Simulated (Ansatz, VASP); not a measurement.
## Two plane-wave programs on Pt

```
Pt
1.0
    -0.09925    1.89564    1.89564
     1.89564   -0.09925    1.89564
     1.89564    1.89564   -0.09925
Pt
1
Direct
  0.00000 0.00000 0.00000
```

Change from the starting cell: equal engineering shear yz, xz and xy -0.0500, equal normal strain along x, y and z -0.0200.

Alike in both runs: task single point; functional PBE; k mesh 20 × 20 × 20; occupations gaussian, width 0.15 eV; no spin polarisation.

|  | VASP | Ansatz |
| --- | --- | --- |
| version | VASP 6.6.1 | Ansatz 0.2.0 |
| potentials or method | VASP PAW PBE potentials, release 64 (Pt), cutoff 520 eV | scalar-relativistic, plane waves, PAW |
| valence electrons in the cell | 10 | 18 |

```tsv
	VASP	Ansatz	Ansatz less VASP
gap on the k mesh at the Fermi level (eV)	none	none	-
pressure (GPa)	19.8	20.4	+0.56
traceless stress, the component that is largest in VASP (GPa)	5.26	5.29	+0.034
```

A gap of «none» marks a metal or a gap that the smearing closes. VASP's potentials hold 10 valence electrons a cell and Ansatz's 18, so a difference there can come from the potentials and not from the codes.

Spin-orbit coupling is off throughout.
